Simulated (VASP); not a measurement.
# Ag (Fm-3m) in VASP: settings compared, part 2 of 2

VASP 6.6.1. Earlier steps stand in the parts before.

### Step 5. Single point, LDA

This run uses another cell than the first one, of 17.39 Å³/atom, 1.020 times its volume.

File INCAR:

```
PREC = Accurate
ENCUT = 520
EDIFF = 1E-6
ISMEAR = -1
SIGMA = 0.05
LREAL = F
LASPH = T
NELM = 100
ALGO = Fast
ISIF = 2
LWAVE = F
LCHARG = F
GGA = CA
NBANDS = 12
```

File KPOINTS:

```
Automatic mesh
0
Gamma
  11 11 11
```

File POSCAR:

```
Ag
1.0
    0.0000000000      2.0562785400      2.0562785400
    2.0562785400      0.0000000000      2.0562785400
    2.0562785400      2.0562785400      0.0000000000
Ag
1
Direct
    0.0000000000      0.0000000000      0.0000000000
```

Potentials or basis: VASP PAW LDA potentials, release 64 (Ag).

Run with:

```sh
> cat potpaw_LDA.64/Ag/POTCAR > POTCAR
> mpirun -np 1 vasp_std > vasp.out
```

OUTCAR:

```text
PREC = Accurate
   ENCUT = 520
   EDIFF = 1E-6
   ISMEAR = -1
   LREAL = F
   LASPH = T
   NELM = 100
   ISIF = 2
   GGA = CA

 ion  position               nearest neighbor table
   1  0.000  0.000  0.000-

  LATTYP: Found a face centered cubic cell.
 ALAT       =     4.1125570800

  Lattice vectors:

 A1 = (   0.0000000000,   2.0562785400,   2.0562785400)
 A2 = (   2.0562785400,   0.0000000000,   2.0562785400)
 A3 = (   2.0562785400,   2.0562785400,   0.0000000000)

Analysis of symmetry for initial positions (statically):
=====================================================================
 Subroutine PRICEL returns:
 Original cell was already a primitive cell.

 Routine SETGRP: Setting up the symmetry group for a
 face centered cubic supercell.

 Subroutine GETGRP returns: Found 48 space group operations
 (whereof 48 operations were pure point group operations)
 out of a pool of 48 trial point group operations.

The static configuration has the point symmetry O_h .

Analysis of symmetry for dynamics (positions and initial velocities):
=====================================================================
 Subroutine PRICEL returns:
 Original cell was already a primitive cell.

 Routine SETGRP: Setting up the symmetry group for a
 face centered cubic supercell.

 Subroutine GETGRP returns: Found 48 space group operations
 (whereof 48 operations were pure point group operations)
 out of a pool of 48 trial point group operations.

The dynamic configuration has the point symmetry O_h .

 Subroutine INISYM returns: Found 48 space group operations
 (whereof 48 operations are pure point group operations),
 and found     1 'primitive' translations

----------------------------------------------------------------------------------------

                                     Primitive cell

  volume of cell :      17.3890
[... 107 lines left out ...]
     AMIX_MAG =   1.60;   BMIX_MAG =  1.00
  volume/ion in A,a.u.               =      17.39       117.35
  Fermi-wavevector in a.u.,A,eV,Ry     =   1.405337  2.655702 26.871123  1.974972
  Thomas-Fermi vector in A             =   2.527808
   LORBIT       =      0    0 simple, 1 ext, 2 COOP (PROOUT), +10 PAW based schemes
   GGA     = CA    functional components
   LHFCALC =     F    Hartree Fock is set to
   AEXX    =    0.0000 exact exchange contribution
   IVDW    =     0    specifies the selected vdW correction
   LEPSILON=     F    determine dielectric tensor
   LRPA    =     F    only Hartree local field effects (RPA)
 non-spin polarized calculation
 RMM-DIIS sequential band-by-band and
  energy-cutoff  :      520.00
  volume of cell :       17.39
 maximum number of plane-waves:       487
 NGX is ok and might be reduce to    24
   NGX = 11   NGY = 11   NGZ = 11

 number of electron      10.9999999 magnetization

 Free energy of the ion-electron system (eV)
  ---------------------------------------------------
  ext. energy  EPLUGINS =         0.00000000
  ---------------------------------------------------
  free energy    TOTEN  =        -3.74471147 eV

  energy without entropy =       -3.74153909  energy(sigma->0) =       -3.74312528

 E-fermi :   8.1036     XC(G=0): -12.4691

 val. band max:        8.0885085396   @ k =  -0.4545   0.0909   0.0000
 cond. band min:       8.1391652161   @ k =   0.4545   0.3636   0.0000
 fundamental gap:      0.0506566764
 Fermi energy:         8.1035856754

 k-point     1 :       0.0000    0.0000    0.0000
  band No.  band energies     occupation
      1       0.1884      2.00000
      2       3.1632      2.00000
      3       3.1632      2.00000
      4       3.1632      2.00000
      5       4.1809      2.00000
      6       4.1809      2.00000
      7      23.8526      0.00000
      8      27.2346      0.00000
      9      27.2346      0.00000
     10      27.2346      0.00000
     11      32.2091      0.00000
     12      33.0560      0.00000
[... 331 lines left out ...]
 k-point    24 :      -0.1818    0.1818    0.0000
  band No.  band energies     occupation
      1       2.2110      2.00000
      2       2.7737      2.00000
      3       3.3771      2.00000
      4       3.7647      2.00000
      5       3.8018      2.00000
      6       5.2865      2.00000
      7      19.6064      0.00000
      8      20.0194      0.00000
      9      26.3233      0.00000
     10      28.1288      0.00000
     11      28.6344      0.00000
     12      32.0615      0.00000

 [... further k-points ...]
[... 5 lines left out ...]
  --------------------------------------------------------------------------------------
  -------------------------------------------------------------------------------------
  Total       -0.9829856     -0.9829856     -0.9829856     -0.0000000     -0.0000000     -0.0000000
  in kB      -90.5694910    -90.5694910    -90.5694910     -0.0000000     -0.0000000     -0.0000000
  external PRESSURE =     -90.5694910 kB  Pullay stress =       0.0000000 kB

 VOLUME and BASIS-vectors are now :
 -----------------------------------------------------------------------------
  energy-cutoff  :      520.00
  volume of cell :       17.39
      direct lattice vectors                 reciprocal lattice vectors
     0.000000000  2.056278540  2.056278540    -0.243157719  0.243157719  0.243157719
     2.056278540  0.000000000  2.056278540     0.243157719 -0.243157719  0.243157719
     2.056278540  2.056278540  0.000000000     0.243157719  0.243157719 -0.243157719

 POSITION                                       TOTAL-FORCE (eV/Angst)
 -----------------------------------------------------------------------------------
      0.00000      0.00000      0.00000         0.000000      0.000000      0.000000
 -----------------------------------------------------------------------------------
    total drift:                               -0.000000     -0.000000     -0.000000

  FREE ENERGIE OF THE ION-ELECTRON SYSTEM (eV)
  ---------------------------------------------------
  free  energy   TOTEN  =        -3.7447114705 eV

  energy  without entropy=       -3.7415390870  energy(sigma->0) =       -3.74312528
```

OSZICAR:

```text
N       E                     dE             d eps       ncg     rms          rms(c)
DAV:   1     0.515707337558E+02    0.51571E+02   -0.55016E+03  1376   0.829E+02
DAV:   2    -0.319413683062E+01   -0.54765E+02   -0.52049E+02  1552   0.193E+02
DAV:   3    -0.405333894427E+01   -0.85920E+00   -0.85789E+00  1596   0.255E+01
DAV:   4    -0.405599099775E+01   -0.26521E-02   -0.26520E-02  1528   0.148E+00
DAV:   5    -0.405601227724E+01   -0.21279E-04   -0.21279E-04  1652   0.121E-01    0.519E+00
RMM:   6    -0.375820035174E+01    0.29781E+00   -0.46034E-01  1352   0.602E+00    0.324E+00
RMM:   7    -0.374902407038E+01    0.91763E-02   -0.73535E-03  1482   0.965E-01    0.189E+00
RMM:   8    -0.374470916882E+01    0.43149E-02   -0.92550E-04  1553   0.344E-01    0.173E-01
RMM:   9    -0.374471473502E+01   -0.55662E-05   -0.10919E-04  1615   0.864E-02    0.456E-02
RMM:  10    -0.374471187694E+01    0.28581E-05   -0.19983E-05  1619   0.346E-02    0.219E-02
RMM:  11    -0.374471147053E+01    0.40641E-06   -0.52518E-06  1357   0.145E-02
   1 F= -.37447115E+01 E0= -.37431253E+01  d E =-.317238E-02
```

stdout:

```text
POSCAR found type information on POSCAR Ag
 POSCAR found :  1 types and       1 ions
 scaLAPACK will be used
 LDA part: xc-table for (Slater(with rela. corr.)+CA(PZ))
 , standard interpolation
 POSCAR, INCAR and KPOINTS ok, starting setup
 FFT: planning ... GRIDC
 FFT: planning ... GRID_SOFT
 FFT: planning ... GRID
 WAVECAR not read
 entering main loop
```

Wall time 8 s (1 thread of AMD EPYC 7R13 (Zen 3), shared host); peak memory 0.1 GiB.

What came out:

```
Free energy : -3.7447 eV
Pressure    : -9.1 GPa
```

### Step 6. Single point, LDA

This run uses another cell than the first one, of 18.07 Å³/atom, 1.060 times its volume.

File INCAR:

```
SYSTEM = Ag
ALGO = Normal ; EDIFF = 1E-6
ENCUT = 520 ; ISIF = 2
ISMEAR = -1 ; LASPH = .True.
LCHARG = .False. ; LREAL = .False.
LWAVE = .False. ; NBANDS = 12
NELM = 60 ; PREC = Accurate
SIGMA = 0.05
```

File KPOINTS:

```
k-points
0
Gamma
  11 11 11
  0 0 0
```

File POSCAR:

```
Ag
1.0
    0.0000000000      2.0828140930      2.0828140930
    2.0828140930      0.0000000000      2.0828140930
    2.0828140930      2.0828140930      0.0000000000
Ag
1
Direct
    0.0000000000      0.0000000000      0.0000000000
```

Potentials or basis: VASP PAW LDA potentials, release 64 (Ag).

Run with:

```sh
> cat potpaw_LDA.64/Ag/POTCAR > POTCAR
> mpirun -np 1 vasp_std > vasp.out
```

Run time: 6.9 s. Hardware: 1 thread of AMD EPYC 7R13 (Zen 3), shared host; peak memory 0.1 GiB.

The run converged. Its results:

- Free energy: -3.6998 eV
- Pressure: -11.9 GPa

Levels at points of the mesh, in eV from the Fermi level:
```
           k point  band 3  band 4  band 5  band 6  band 7  band 8  band 9  band 10
(0.00, 0.00, 0.00)   -4.82   -4.82   -3.87   -3.87   15.64   18.79   18.79    18.79
```

### Step 7. Overview

| level | potentials or basis | spin | cell | k mesh | gap on the mesh (eV) | pressure (GPa) |
| --- | --- | --- | --- | --- | --- | --- |
| PBE | VASP PAW PBE potentials, release 64 (Ag) | non-collinear, zero start, SOC | a = 2.889 Å, angles 60.0°, 1 atom | 8 × 8 × 8 | - | 5.0 |
| BLYP+D3(BJ) | VASP PAW PBE potentials, release 64 (Ag) | off | a = 2.889 Å, angles 60.0°, 1 atom | 11 × 11 × 11 | none | -0.9 |
| SVWN5 | VASP PAW PBE potentials, release 64 (Ag) | off | a = 2.889 Å, angles 60.0°, 1 atom | 11 × 11 × 11 | none | -7.7 |
| LDA | VASP PAW LDA potentials, release 64 (Ag) | off | a = 2.908 Å, angles 60.0°, 1 atom | 11 × 11 × 11 | none | -9.1 |
| LDA | VASP PAW LDA potentials, release 64 (Ag) | off | a = 2.946 Å, angles 60.0°, 1 atom | 11 × 11 × 11 | none | -11.9 |

Alike in all rows: task single point; cutoff (eV) 520; smearing fermi-dirac 0.05 eV.

Caveats: the PAW data sets were made with another functional, which shifts forces and pressure a little (some runs); pairwise dispersion overbinds metals, which lowers pressure and volume (some runs).

Absolute energies hang on the potentials; compare differences alone.
